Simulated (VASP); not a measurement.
# ZnH4O3 (P-6m2) in VASP: a series of runs

ZnH4O3 is run at these levels: PBE; tasks: single point.

Everything below comes from runs of VASP 6.6.1. Logs are shortened: lines on timing, memory, paths and dates and some standing lists are left out, and cuts for length are marked.

## Step 1: The cell of the first run

The structure is hexagonal, space group P-6m2 (No. 187). The conventional cell has a = 2.583 Å, b = 2.583 Å, c = 10.657 Å, α = 90.00°, β = 90.00°, γ = 120.00°. Zn (site symmetry -6m2) has 6 O at 2.13 Å and 6 H at 2.32 Å and 6 Zn at 2.58 Å within 2.8 Å. Within 2.0 Å of H (site symmetry 3m) lie 3 O at 1.51 Å. Within 1.4 Å of H (site symmetry 3m) lie 1 H at 1.03 Å. O (site symmetry -6m2) has 6 H at 1.58 Å within 2.1 Å. Within 2.0 Å of O (site symmetry 3m) lie 3 H at 1.51 Å.

The cell was built from a structure type or drawn by symmetry, and may not be a known phase.

## Step 2: Single point, PBE, collinear spin, ferromagnetic start

The input, INCAR:

```
PREC = Accurate ; ENCUT = 520
EDIFF = 1E-6 ; ISMEAR = 0
SIGMA = 0.1 ; LREAL = F
LASPH = T ; NELM = 150
ALGO = Normal ; ISIF = 2
LWAVE = F ; LCHARG = F
ISPIN = 2 ; MAGMOM = 0 0 0 0 0 1 1 1
LORBIT = 11 ; GGA = PE
NBANDS = 31
```

The input, KPOINTS:

```
regular mesh
0
Gamma
  6 6 2
```

The input, POSCAR:

```
ZnH4O3
1.0
    2.5829425084      0.0000000025      0.0000000000
   -1.2914712563      2.2368938275      0.0000000000
    0.0000000000      0.0000000000     10.6572685289
Zn H O
1 4 3
Direct
    0.6666666667      0.3333333333      0.0000000000
    0.0000000000      0.0000000000      0.1661693424
    0.0000000000      0.0000000000      0.5484804788
    0.0000000000      0.0000000000      0.4515195212
    0.0000000000      0.0000000000      0.8338306576
    0.6666666667      0.3333333333      0.5000000000
    0.3333333333      0.6666666667      0.1420611073
    0.3333333333      0.6666666667      0.8579388927
```

Potentials or basis: VASP PAW PBE potentials, release 64 (Zn, H, O).

Command:

```bash
$ cat potpaw_PBE.64/Zn/POTCAR potpaw_PBE.64/H/POTCAR potpaw_PBE.64/O/POTCAR > POTCAR
$ mpirun -np 1 vasp_std > vasp.out
```

OUTCAR:

```text
PREC = Accurate
   ENCUT = 520
   EDIFF = 1E-6
   ISMEAR = 0
   LREAL = F
   LASPH = T
   NELM = 150
   ISIF = 2
   ISPIN = 2
   LORBIT = 11
   GGA = PE

 ion  position               nearest neighbor table
   1  0.667  0.333  0.000-   7 2.13   8 2.13   7 2.13   8 2.13   7 2.13   8 2.13
   2  0.000  0.000  0.166-
   3  0.000  0.000  0.548-
   4  0.000  0.000  0.452-
   5  0.000  0.000  0.834-
   6  0.667  0.333  0.500-
   7  0.333  0.667  0.142-   1 2.13   1 2.13   1 2.13
   8  0.333  0.667  0.858-   1 2.13   1 2.13   1 2.13

  LATTYP: Found a hexagonal cell.
 ALAT       =     2.5829425084
 C/A-ratio  =     4.1260184825

  Lattice vectors:

 A1 = (   2.5829425084,   0.0000000025,   0.0000000000)
 A2 = (  -1.2914712563,   2.2368938275,   0.0000000000)
 A3 = (   0.0000000000,   0.0000000000,  10.6572685289)

Analysis of symmetry for initial positions (statically):
=====================================================================
 Subroutine PRICEL returns:
 Original cell was already a primitive cell.

 Routine SETGRP: Setting up the symmetry group for a
 hexagonal supercell.

 Subroutine GETGRP returns: Found 12 space group operations
 (whereof 12 operations were pure point group operations)
 out of a pool of 24 trial point group operations.

The static configuration has the point symmetry D_3h.

Analysis of symmetry for dynamics (positions and initial velocities):
=====================================================================
 Subroutine PRICEL returns:
 Original cell was already a primitive cell.

 Routine SETGRP: Setting up the symmetry group for a
 hexagonal supercell.

 Subroutine GETGRP returns: Found 12 space group operations
 (whereof 12 operations were pure point group operations)
 out of a pool of 24 trial point group operations.

The dynamic configuration has the point symmetry D_3h.

Analysis of structural, dynamic, and magnetic symmetry:
=====================================================================
 Subroutine PRICEL returns:
 Original cell was already a primitive cell.

 Routine SETGRP: Setting up the symmetry group for a
 hexagonal supercell.

 Subroutine GETGRP returns: Found 12 space group operations
 (whereof 12 operations were pure point group operations)
 out of a pool of 24 trial point group operations.

The overall configuration has the point symmetry D_3h.

 Subroutine INISYM returns: Found 12 space group operations
 (whereof 12 operations are pure point group operations),
 and found     1 'primitive' translations

----------------------------------------------------------------------------------------

                                     Primitive cell

  volume of cell :      61.5752

  direct lattice vectors                    reciprocal lattice vectors
     2.582942508  0.000000003  0.000000000     0.387155346  0.223524243  0.000000000
    -1.291471256  2.236893827  0.000000000    -0.000000000  0.447048486  0.000000000
     0.000000000  0.000000000 10.657268529     0.000000000  0.000000000  0.093832674

  length of vectors
     2.582942508  2.582942508 10.657268529     0.447048486  0.447048486  0.093832674

  position of ions in fractional coordinates (direct lattice)
     0.666666667  0.333333333  0.000000000
     0.000000000  0.000000000  0.166169342
     0.000000000  0.000000000  0.548480479
     0.000000000  0.000000000  0.451519521
     0.000000000  0.000000000  0.833830658
     0.666666667  0.333333333  0.500000000
     0.333333333  0.666666667  0.142061107
     0.333333333  0.666666667  0.857938893

  ion indices of the primitive-cell ions
   primitive index   ion index
                 1           1
                 2           2
                 3           3
                 4           4
                 5           5
                 6           6
                 7           7
                 8           8
[... 41 lines left out ...]
  0.333333  0.166667  0.500000     12.000000
  0.333333  0.333333  0.500000      2.000000
   k-points           NKPTS =     14   k-points in BZ     NKDIM =     14   number of bands    NBANDS=     31
   number of dos      NEDOS =    301   number of ions     NIONS =      8
   total plane-waves  NPLWV =  32000
   dimension x,y,z NGX =    20 NGY =   20 NGZ =   80
   dimension x,y,z NGXF=    40 NGYF=   40 NGZF=  160
   ions per type =               1   4   3
   NGX,Y,Z   is equivalent  to a cutoff of  12.87, 12.87, 12.48 a.u.
   NGXF,Y,Z  is equivalent  to a cutoff of  25.75, 25.75, 24.96 a.u.
 SYSTEM =  unknown system
   PREC   = accura    normal or accurate (medium, high low for compatibility)
   ISTART =      0    job   : 0-new  1-cont  2-samecut
   ICHARG =      2    charge: 1-file 2-atom 10-const
   ISPIN  =      2    spin polarized calculation?
   LNONCOLLINEAR =      F non collinear calculations
   LSORBIT =      F    spin-orbit coupling
   LASPH  =      T    aspherical Exc in radial PAW
   ENCUT  =  520.0 eV  38.22 Ry    6.18 a.u.   4.80  4.80 19.82*2*pi/ulx,y,z
   NELM   =    150;   NELMIN=  2; NELMDL= -5     # of ELM steps
   EDIFF  = 0.1E-05   stopping-criterion for ELM
   LREAL  =      F    real-space projection
   EDIFFG = 0.1E-04   stopping-criterion for IOM
   NSW    =      0    number of steps for IOM
   IBRION =     -1    ionic relax: 0-MD 1-quasi-New 2-CG
   NFREE  =      0    steps in history (QN), initial steepest desc. (CG)
   ISIF   =      2    stress and relaxation
   ISYM   =      2    0-nonsym 1-usesym 2-fastsym
   POTIM  = 0.5000    time-step for ionic-motion
   TEBEG  =    0.0;   TEEND  =   0.0 temperature during run
   PSTRESS=    0.0 pullay stress
   NELECT =      34.0000    total number of electrons
   NUPDOWN=      -1.0000    fix difference up-down
   EMIN   =  10.00;   EMAX   =-10.00  energy-range for DOS
   EFERMI =   0.00;   METHOD = LEGACY
   ISMEAR =     0;   SIGMA  =   0.10  broadening in eV -4-tet -1-fermi 0-gaus
   EFERMI_NEDOS =   21; number of points for ismear=-14 and -15
   IALGO  =     38    algorithm
   IMIX   =      4    mixing-type and parameters
     AMIX     =   0.40;   BMIX     =  1.00
     AMIX_MAG =   1.60;   BMIX_MAG =  1.00
  volume/ion in A,a.u.               =       7.70        51.94
  Fermi-wavevector in a.u.,A,eV,Ry     =   1.343071  2.538037 24.542747  1.803841
  Thomas-Fermi vector in A             =   2.471175
   LORBIT       =     11    0 simple, 1 ext, 2 COOP (PROOUT), +10 PAW based schemes
   GGA     = PE    functional components
   LHFCALC =     F    Hartree Fock is set to
   AEXX    =    0.0000 exact exchange contribution
   IVDW    =     0    specifies the selected vdW correction
   LEPSILON=     F    determine dielectric tensor
   LRPA    =     F    only Hartree local field effects (RPA)
 spin polarized calculation
 Gauss-broadening in eV      SIGMA  =   0.10
  energy-cutoff  :      520.00
  volume of cell :       61.58
 maximum number of plane-waves:      1684
 NGX is ok and might be reduce to    20
   NGX =  9   NGY =  9   NGZ = 39

 number of electron      34.0000009 magnetization      -0.0002676

 number of electron      34.0000009 magnetization       0.0001801

 Free energy of the ion-electron system (eV)
  ---------------------------------------------------
  ext. energy  EPLUGINS =         0.00000000
  ---------------------------------------------------
  free energy    TOTEN  =       -29.70903662 eV

  energy without entropy =      -29.70896095  energy(sigma->0) =      -29.70899879

 E-fermi :   1.0638     XC(G=0):  -9.6617

 val. band max:        0.8553693757   @ k =   0.0000   0.0000   0.0000
 cond. band min:       1.2399868579   @ k =   0.0000   0.0000   0.0000
 fundamental gap:      0.3846174822
 Fermi energy:         1.0638448548

 spin component 1

 k-point     1 :       0.0000    0.0000    0.0000
  band No.  band energies     occupation
      1     -19.6751      1.00000
      2     -19.1212      1.00000
      3     -18.2874      1.00000
      4      -8.3436      1.00000
      5      -6.6633      1.00000
      6      -6.6633      1.00000
[... 437 lines left out ...]
     28      14.9867      0.00000
     29      15.1532      0.00000
 Fermi energy:         1.0638448548

 spin component 2

 k-point     1 :       0.0000    0.0000    0.0000
  band No.  band energies     occupation
      1     -19.6750      1.00000
      2     -19.1212      1.00000
      3     -18.2873      1.00000
      4      -8.3436      1.00000
      5      -6.6633      1.00000
      6      -6.6633      1.00000
[... 437 lines left out ...]
     28      14.9868      0.00000
     29      15.1532      0.00000
 [bands above 29 left out]

------------------------ aborting loop because EDIFF is reached ----------------------------------------

  FORCE on cell =-STRESS in cart. coord.  units (eV):
  Direction    XX          YY          ZZ          XY          YZ          ZX
  --------------------------------------------------------------------------------------
  -------------------------------------------------------------------------------------
  Total        0.1095223      0.1095223      0.3566820      0.0000000     -0.0000000      0.0000000
  in kB        2.8497518      2.8497518      9.2808085      0.0000000     -0.0000000      0.0000000
  external PRESSURE =       4.9934374 kB  Pullay stress =       0.0000000 kB

 VOLUME and BASIS-vectors are now :
 -----------------------------------------------------------------------------
  energy-cutoff  :      520.00
  volume of cell :       61.58
      direct lattice vectors                 reciprocal lattice vectors
     2.582942508  0.000000003  0.000000000     0.387155346  0.223524243  0.000000000
    -1.291471256  2.236893827  0.000000000    -0.000000000  0.447048486  0.000000000
     0.000000000  0.000000000 10.657268529     0.000000000  0.000000000  0.093832674

 POSITION                                       TOTAL-FORCE (eV/Angst)
 -----------------------------------------------------------------------------------
      1.29147      0.74563      0.00000        -0.000000      0.000000      0.000000
      0.00000      0.00000      1.77091         0.000000     -0.000000      0.022031
      0.00000      0.00000      5.84530         0.000000      0.000000      0.000658
      0.00000      0.00000      4.81196         0.000000      0.000000     -0.000658
      0.00000      0.00000      8.88636         0.000000     -0.000000     -0.022031
      1.29147      0.74563      5.32863         0.000000     -0.000000      0.000000
     -0.00000      1.49126      1.51398         0.000000     -0.000000      0.079902
     -0.00000      1.49126      9.14329         0.000000     -0.000000     -0.079902
 -----------------------------------------------------------------------------------
    total drift:                               -0.000003      0.000002      0.000000

  FREE ENERGIE OF THE ION-ELECTRON SYSTEM (eV)
  ---------------------------------------------------
  free  energy   TOTEN  =       -29.7090366205 eV

  energy  without entropy=      -29.7089609502  energy(sigma->0) =      -29.70899879

 total charge

# of ion       s       p       d       tot
------------------------------------------
    1        0.466   0.510   9.910  10.887
    2        0.328   0.041   0.000   0.369
    3        0.352   0.041   0.000   0.393
    4        0.352   0.041   0.000   0.393
    5        0.328   0.041   0.000   0.369
    6        1.589   3.300   0.000   4.889
    7        1.580   3.399   0.000   4.979
    8        1.580   3.399   0.000   4.979
--------------------------------------------------
tot          6.577  10.771   9.910  27.259

 magnetization (x)

# of ion       s       p       d       tot
------------------------------------------
    1       -0.000   0.000  -0.000  -0.000
    2        0.000   0.000   0.000   0.000
    3       -0.000  -0.000   0.000  -0.000
    4       -0.000  -0.000   0.000  -0.000
    5        0.000   0.000   0.000   0.000
    6       -0.000   0.000   0.000   0.000
    7        0.000  -0.000   0.000  -0.000
    8        0.000  -0.000   0.000  -0.000
--------------------------------------------------
tot         -0.000   0.000  -0.000  -0.000
```

Wall time 41 s (1 thread of AMD EPYC 9R45 (Zen 5), shared host); peak memory 0.18 GiB.

What came out:

- Free energy: -29.7090 eV
- Pressure: 0.5 GPa
- Largest force: 0.080 eV/Å
- Band gap on the k mesh: 0.38 eV
- Net moment: 0.00 μB per cell
- Valence electrons inside the program's atomic spheres: Zn 10.89; H 0.37, 0.39 (each value once); O 4.89, 4.98 (each value once)

Forces on the atoms (eV/Å):
```
Zn   0.000  0.000  0.000
H    0.000  0.000  0.022
H    0.000  0.000  0.001
H    0.000  0.000 -0.001
H    0.000  0.000 -0.022
O    0.000  0.000  0.000
O    0.000  0.000  0.080
O    0.000  0.000 -0.080
```

Caveat: the k points lie up to 0.47 Å⁻¹ apart.

## Step 3: Single point, PBE, collinear spin, ferromagnetic start

This run uses another cell than the first one, of 8.73 Å³/atom.

The input, INCAR:

```
ALGO = Normal ; EDIFF = 1E-7
ENCUT = 520 ; GGA = PE
ISIF = 2 ; ISMEAR = 0
ISPIN = 2 ; LASPH = T
LCHARG = F ; LORBIT = 11
LREAL = F ; LWAVE = F
MAGMOM = 0 0 0 0 0 1 1 1 ; NBANDS = 31
NELM = 150 ; PREC = Accurate
SIGMA = 0.1
```

The input, KPOINTS:

```
k-points
0
Gamma
  6 6 2
```

The input, POSCAR:

```
ZnH4O3
1.0
    3.0360884700      0.0000000000      0.0000000000
   -1.5180442400      2.6293297400      0.0000000000
    0.0000000000      0.0000000000      8.7457208500
Zn H O
1 4 3
Direct
    0.6666666700      0.3333333300      0.0000000000
    0.0000000000      0.0000000000      0.1150030000
    0.0000000000      0.0000000000      0.6256560100
    0.0000000000      0.0000000000      0.3743439900
    0.0000000000      0.0000000000      0.8849970000
    0.6666666700      0.3333333300      0.5000000000
    0.3333333300      0.6666666700      0.2478890000
    0.3333333300      0.6666666700      0.7521110000
```

Potentials or basis: VASP PAW PBE potentials, release 64 (Zn, H, O).

Command:

```bash
$ cat potpaw_PBE.64/Zn/POTCAR potpaw_PBE.64/H/POTCAR potpaw_PBE.64/O/POTCAR > POTCAR
$ mpirun -np 1 vasp_std > vasp.out
```

Wall time 53 s (1 thread of AMD EPYC 9R45 (Zen 5), shared host); peak memory 0.21 GiB.

Results (log left out):

```yaml
Free_energy: -20.8061 eV
Pressure: -20.8 GPa
Largest_force: 0.708 eV/Å
Band_gap_on_the_k_mesh: zero (filled and empty bands overlap)
Net_moment: 2.03 μB per cell
Site_moments: Zn -0.03; H -0.02, -0.06 (each value once); O +0.98, +0.53 (each value once) μB
Valence_electrons_inside_the_program's_atomic_spheres: Zn 10.56; H 0.40, 0.24 (each value once); O 4.63, 4.69 (each value once)
```

Forces in eV/Å, atoms in the order of the input:
```
Zn   0.000  0.000  0.000
H    0.000  0.000  0.513
H    0.000  0.000  0.065
H    0.000  0.000 -0.065
H    0.000  0.000 -0.513
O    0.000  0.000  0.000
O    0.000  0.000 -0.708
O    0.000  0.000  0.708
```

Stress tensor (GPa, compression positive):
```
-17.46   0.00   0.00
  0.00 -17.46   0.00
  0.00   0.00 -27.59
```

Levels at points of the mesh, in eV from the Fermi level:
Spin up:
| k point | band 14 | band 15 | band 16 | band 17 | band 18 | band 19 | band 20 | band 21 | band 22 | band 23 |
| --- | --- | --- | --- | --- | --- | --- | --- | --- | --- | --- |
| (0.00, 0.00, 0.00) | -1.36 | -0.78 | -0.78 | -0.75 | -0.75 | 0.49 | 2.02 | 4.39 | 6.81 | 11.53 |
| (0.50, 0.00, 0.00) | -1.92 | -1.90 | -1.53 | -1.21 | -1.08 | 0.89 | 1.48 | 3.08 | 3.49 | 7.69 |
| (0.00, 0.00, 0.50) | -0.79 | -0.79 | -0.76 | -0.75 | -0.75 | -0.68 | 2.73 | 3.84 | 7.09 | 12.00 |
| (0.50, 0.00, 0.50) | -1.89 | -1.64 | -1.28 | -1.04 | -1.03 | 0.57 | 1.39 | 3.34 | 3.47 | 7.55 |
Spin down:
```
           k point  band 14  band 15  band 16  band 17  band 18  band 19
(0.00, 0.00, 0.00)     0.10     0.20     0.20     0.43     0.43     1.71
(0.50, 0.00, 0.00)    -0.90    -0.64    -0.42    -0.28     0.16     1.40
(0.00, 0.00, 0.50)     0.11     0.20     0.20     0.43     0.43     0.92
(0.50, 0.00, 0.50)    -0.63    -0.59    -0.36     0.20     0.50     0.80
```

Caveat: the k points lie up to 0.40 Å⁻¹ apart, too coarse for converged energies and pressures of a metal.
